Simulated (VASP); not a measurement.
# GaSe (P6_3/mmc) in VASP: a series of runs, part 2 of 2

VASP 6.6.1. Earlier steps stand in the parts before.

## Step 3: Relaxation of cell and atoms, PBEsol

This run uses another cell than the first one, of 24.56 Å³/atom.

INCAR

```
PREC     = Accurate       # precision mode
ENCUT    = 500            # plane-wave cutoff, eV
EDIFF    = 1E-7           # SCF threshold, eV
ISMEAR   = 0              # smearing method
SIGMA    = 0.02           # smearing width, eV
LREAL    = F              # projectors in reciprocal space
LASPH    = T              # aspherical terms in the spheres
NELM     = 120            # most SCF steps
ALGO     = Normal         # electronic algorithm
ISIF     = 3              # what is computed and relaxed
LWAVE    = F              # write WAVECAR
LCHARG   = F              # write CHGCAR
GGA      = PS             # functional
IBRION   = 2              # ionic algorithm
NSW      = 70             # ionic steps
EDIFFG   = -0.005         # ionic threshold
GGA_COMPAT= F            
NELMIN   = 4
```

KPOINTS

```
Automatic mesh
0
Gamma
  9 9 2
```

POSCAR

```
GaSe
1.0
    3.7694983809      0.0000000000      0.0000000000
   -1.8847491905      3.2644813574      0.0000000000
    0.0000000000      0.0000000000     15.9651750239
Ga Se
4 4
Direct
    0.3333333333      0.6666666667      0.1734826700
    0.6666666667      0.3333333333      0.6734826700
    0.3333333333      0.6666666667      0.3265173300
    0.6666666667      0.3333333333      0.8265173300
    0.3333333333      0.6666666667      0.5996966666
    0.6666666667      0.3333333333      0.0996966666
    0.3333333333      0.6666666667      0.9003033334
    0.6666666667      0.3333333333      0.4003033334
```

Potentials or basis: VASP PAW PBE potentials, release 64 (Ga_d, Se).

Launch:

```console
cat potpaw_PBE.64/Ga_d/POTCAR potpaw_PBE.64/Se/POTCAR > POTCAR
mpirun -np 1 vasp_std > vasp.out
```

OUTCAR:

```text
PREC = Accurate
   ENCUT = 500
   EDIFF = 1E-7
   ISMEAR = 0
   LREAL = F
   LASPH = T
   NELM = 120
   ISIF = 3
   GGA = PS
   IBRION = 2
   NSW = 70
   EDIFFG = -0.005
   NELMIN = 4

 ion  position               nearest neighbor table
   1  0.333  0.667  0.173-   3 2.44   6 2.47   6 2.47   6 2.47
   2  0.667  0.333  0.673-   4 2.44   5 2.47   5 2.47   5 2.47
   3  0.333  0.667  0.327-   1 2.44   8 2.47   8 2.47   8 2.47
   4  0.667  0.333  0.827-   2 2.44   7 2.47   7 2.47   7 2.47
   5  0.333  0.667  0.600-   2 2.47   2 2.47   2 2.47
   6  0.667  0.333  0.100-   1 2.47   1 2.47   1 2.47
   7  0.333  0.667  0.900-   4 2.47   4 2.47   4 2.47
   8  0.667  0.333  0.400-   3 2.47   3 2.47   3 2.47

  LATTYP: Found a hexagonal cell.
 ALAT       =     3.7694983809
 C/A-ratio  =     4.2353579736

  Lattice vectors:

 A1 = (   3.7694983809,   0.0000000000,   0.0000000000)
 A2 = (  -1.8847491905,   3.2644813574,   0.0000000000)
 A3 = (   0.0000000000,   0.0000000000,  15.9651750239)

Analysis of symmetry for initial positions (statically):
=====================================================================
 Subroutine PRICEL returns:
 Original cell was already a primitive cell.

 Routine SETGRP: Setting up the symmetry group for a
 hexagonal supercell.

 Subroutine GETGRP returns: Found 24 space group operations
 (whereof 12 operations were pure point group operations)
 out of a pool of 24 trial point group operations.

The static configuration has the point symmetry D_3d.
 The point group associated with its full space group is D_6h.

Analysis of symmetry for dynamics (positions and initial velocities):
=====================================================================
 Subroutine PRICEL returns:
 Original cell was already a primitive cell.

 Routine SETGRP: Setting up the symmetry group for a
 hexagonal supercell.

 Subroutine GETGRP returns: Found 24 space group operations
 (whereof 12 operations were pure point group operations)
 out of a pool of 24 trial point group operations.

The dynamic configuration has the point symmetry D_3d.
 The point group associated with its full space group is D_6h.

 Subroutine INISYM returns: Found 24 space group operations
 (whereof 12 operations are pure point group operations),
 and found     1 'primitive' translations

----------------------------------------------------------------------------------------

                                     Primitive cell

  volume of cell :     196.4588

  direct lattice vectors                    reciprocal lattice vectors
     3.769498381  0.000000000  0.000000000     0.265287287  0.153163687  0.000000000
    -1.884749191  3.264481357  0.000000000     0.000000000  0.306327373  0.000000000
     0.000000000  0.000000000 15.965175024     0.000000000  0.000000000  0.062636332

  length of vectors
     3.769498381  3.769498381 15.965175024     0.306327373  0.306327373  0.062636332

  position of ions in fractional coordinates (direct lattice)
     0.333333333  0.666666667  0.173482670
     0.666666667  0.333333333  0.673482670
     0.333333333  0.666666667  0.326517330
     0.666666667  0.333333333  0.826517330
     0.333333333  0.666666667  0.599696667
     0.666666667  0.333333333  0.099696667
[... 41 lines left out ...]
            Coordinates               Weight
  0.000000  0.000000  0.000000      1.000000
  0.111111  0.000000  0.000000      6.000000
  0.222222  0.000000  0.000000      6.000000
  0.333333  0.000000  0.000000      6.000000
  0.444444  0.000000  0.000000      6.000000
  0.111111  0.111111  0.000000      6.000000
[... 16 lines left out ...]
  0.333333  0.222222  0.500000     12.000000
  0.333333  0.333333  0.500000      2.000000
   k-points           NKPTS =     24   k-points in BZ     NKDIM =     24   number of bands    NBANDS=     45
   number of dos      NEDOS =    301   number of ions     NIONS =      8
   total plane-waves  NPLWV =  94080
   dimension x,y,z NGX =    28 NGY =   28 NGZ =  120
   dimension x,y,z NGXF=    56 NGYF=   56 NGZF=  240
   ions per type =               4   4
   NGX,Y,Z   is equivalent  to a cutoff of  12.35, 12.35, 12.50 a.u.
   NGXF,Y,Z  is equivalent  to a cutoff of  24.70, 24.70, 24.99 a.u.
 SYSTEM =  unknown system
   PREC   = accura    normal or accurate (medium, high low for compatibility)
   ISTART =      0    job   : 0-new  1-cont  2-samecut
   ICHARG =      2    charge: 1-file 2-atom 10-const
   ISPIN  =      1    spin polarized calculation?
   LNONCOLLINEAR =      F non collinear calculations
   LSORBIT =      F    spin-orbit coupling
   LASPH  =      T    aspherical Exc in radial PAW
   ENCUT  =  500.0 eV  36.75 Ry    6.06 a.u.   6.87  6.87 29.11*2*pi/ulx,y,z
   NELM   =    120;   NELMIN=  4; NELMDL= -5     # of ELM steps
   EDIFF  = 0.1E-06   stopping-criterion for ELM
   LREAL  =      F    real-space projection
   EDIFFG = -.5E-02   stopping-criterion for IOM
   NSW    =     70    number of steps for IOM
   IBRION =      2    ionic relax: 0-MD 1-quasi-New 2-CG
   NFREE  =      1    steps in history (QN), initial steepest desc. (CG)
   ISIF   =      3    stress and relaxation
   ISYM   =      2    0-nonsym 1-usesym 2-fastsym
   POTIM  = 0.5000    time-step for ionic-motion
   TEBEG  =    0.0;   TEEND  =   0.0 temperature during run
   PSTRESS=    0.0 pullay stress
   NELECT =      76.0000    total number of electrons
   NUPDOWN=      -1.0000    fix difference up-down
   EMIN   =  10.00;   EMAX   =-10.00  energy-range for DOS
   EFERMI =   0.00;   METHOD = LEGACY
   ISMEAR =     0;   SIGMA  =   0.02  broadening in eV -4-tet -1-fermi 0-gaus
   EFERMI_NEDOS =   21; number of points for ismear=-14 and -15
   IALGO  =     38    algorithm
   IMIX   =      4    mixing-type and parameters
     AMIX     =   0.40;   BMIX     =  1.00
     AMIX_MAG =   1.60;   BMIX_MAG =  1.00
  volume/ion in A,a.u.               =      24.56       165.72
  Fermi-wavevector in a.u.,A,eV,Ry     =   1.192858  2.254175 19.359881  1.422911
  Thomas-Fermi vector in A             =   2.328887
   LORBIT       =      0    0 simple, 1 ext, 2 COOP (PROOUT), +10 PAW based schemes
   GGA     = PS    functional components
   LHFCALC =     F    Hartree Fock is set to
   AEXX    =    0.0000 exact exchange contribution
   IVDW    =     0    specifies the selected vdW correction
   LEPSILON=     F    determine dielectric tensor
   LRPA    =     F    only Hartree local field effects (RPA)
 conjugate gradient relaxation of ions
 non-spin polarized calculation
 Gauss-broadening in eV      SIGMA  =   0.02
  energy-cutoff  :      500.00
  volume of cell :      196.46
 maximum number of plane-waves:      5008
 NGX is ok and might be reduce to    28
   NGX = 13   NGY = 13   NGZ = 59

--------------------------------------- Ionic step        1  -------------------------------------------

 number of electron      76.0000013 magnetization

 Free energy of the ion-electron system (eV)
  ---------------------------------------------------
  ext. energy  EPLUGINS =         0.00000000
  ---------------------------------------------------
  free energy    TOTEN  =       -33.23490867 eV

  energy without entropy =      -33.23490867  energy(sigma->0) =      -33.23490867

------------------------ aborting loop because EDIFF is reached ----------------------------------------

  FORCE on cell =-STRESS in cart. coord.  units (eV):
  Direction    XX          YY          ZZ          XY          YZ          ZX
  --------------------------------------------------------------------------------------
  -------------------------------------------------------------------------------------
  Total       -1.0440897     -1.0440897     -0.5304177      0.0000000      0.0000000     -0.0000000
  in kB       -8.5148488     -8.5148488     -4.3257079      0.0000000      0.0000000     -0.0000000
  external PRESSURE =      -7.1184685 kB  Pullay stress =       0.0000000 kB
[... 107 lines left out ...]
  FREE ENERGIE OF THE ION-ELECTRON SYSTEM (eV)
  ---------------------------------------------------
  free  energy   TOTEN  =       -33.2412911689 eV

  energy  without entropy=      -33.2412911689  energy(sigma->0) =      -33.24129117

[... ionic steps 4 to 13 ...]

--------------------------------------- Ionic step       14  -------------------------------------------

 number of electron      76.0000034 magnetization

------------------------ aborting loop because EDIFF is reached ----------------------------------------
[... 79 lines left out ...]
--------------------------------------- Ionic step       16  -------------------------------------------

 number of electron      76.0000028 magnetization

 Free energy of the ion-electron system (eV)
  ---------------------------------------------------
  ext. energy  EPLUGINS =         0.00000000
  ---------------------------------------------------
  free energy    TOTEN  =       -33.25136725 eV

  energy without entropy =      -33.25136725  energy(sigma->0) =      -33.25136725

 E-fermi :   3.1638     XC(G=0):  -9.3341

 val. band max:        3.0365770907   @ k =   0.0000   0.0000   0.0000
 cond. band min:       4.0708501998   @ k =   0.0000   0.0000   0.0000
 fundamental gap:      1.0342731091
 Fermi energy:         3.1637796855

 k-point     1 :       0.0000    0.0000    0.0000
  band No.  band energies     occupation
      1     -11.9853      2.00000
      2     -11.9849      2.00000
      3     -11.8555      2.00000
      4     -11.8555      2.00000
      5     -11.8555      2.00000
      6     -11.8555      2.00000
[... 1176 lines left out ...]
  FREE ENERGIE OF THE ION-ELECTRON SYSTEM (eV)
  ---------------------------------------------------
  free  energy   TOTEN  =       -33.2513672495 eV

  energy  without entropy=      -33.2513672495  energy(sigma->0) =      -33.25136725

 reached required accuracy - stopping structural energy minimisation
```

It took 17 min on 1 thread of Intel Xeon 6975P-C (Granite Rapids), shared host; peak memory 0.39 GiB.

Results:

```yaml
Free_energy: -33.2514 eV
Relaxed_volume: 24.88 Å³/atom
Relaxed_cell: a = 3.747 Å, b = 3.747 Å, c = 16.368 Å, α = 90.00°, β = 90.00°, γ = 120.00°
Space_group_after_relaxing_to_0.1_Å: P6_3/mmc (No. 194)
Energy_gained_by_relaxing: 2.1 meV/atom
Ionic_steps: 16
Pressure_after_relaxing: 0.0 GPa
Band_gap_on_the_k_mesh: 1.03 eV
```

Forces in eV/Å, atoms in the order of the input:
```
Ga   0.000  0.000  0.002
Ga   0.000  0.000  0.002
Ga   0.000  0.000 -0.002
Ga   0.000  0.000 -0.002
Se   0.000  0.000  0.000
Se   0.000  0.000  0.000
Se   0.000  0.000  0.000
Se   0.000  0.000  0.000
```

Step by step:
| step | energy change (eV) | largest force (eV/Å) | pressure (GPa) | volume (Å³) |
| --- | --- | --- | --- | --- |
| 1 | 0.0000 | 0.1406 | -0.71 | 196.46 |
| 2 | -0.0049 | 0.1183 | 0.43 | 193.37 |
| 3 | -0.0064 | 0.0714 | 0.03 | 194.37 |
| 4 | -0.0075 | 0.0354 | 0.06 | 194.32 |
| 5 | -0.0083 | 0.0528 | 0.09 | 194.25 |
| 6 | -0.0084 | 0.0609 | 0.13 | 194.22 |
| 7 | -0.0091 | 0.0614 | 0.13 | 194.40 |
| 8 | -0.0107 | 0.0634 | 0.10 | 194.92 |
| 9 | -0.0120 | 0.0674 | 0.04 | 195.96 |
| 10 | -0.0133 | 0.0562 | 0.01 | 196.40 |
| 11 | -0.0150 | 0.0371 | 0.01 | 197.18 |
| 12 | -0.0163 | 0.0020 | -0.02 | 198.75 |
| 13 | -0.0164 | 0.0093 | 0.01 | 198.79 |
| 14 | -0.0164 | 0.0159 | 0.04 | 198.82 |
| 15 | -0.0164 | 0.0086 | 0.03 | 198.95 |
| 16 | -0.0165 | 0.0022 | 0.01 | 199.06 |

Final structure:
```
CELL_PARAMETERS angstrom
3.74735 0.00000 0.00000
-1.87368 3.24530 0.00000
0.00000 0.00000 16.36815
ATOMIC_POSITIONS crystal
Ga 0.33333 0.66667 0.17572
Ga 0.66667 0.33333 0.67572
Ga 0.33333 0.66667 0.32428
Ga 0.66667 0.33333 0.82428
Se 0.33333 0.66667 0.60397
Se 0.66667 0.33333 0.10397
Se 0.33333 0.66667 0.89603
Se 0.66667 0.33333 0.39603
```

Caveat: the PAW data sets were made with another functional, which shifts forces and pressure a little; this functional lacks dispersion, which binds layers or chains, so the pressure and a relaxed spacing across them are unreliable. A k mesh can miss the band edges.
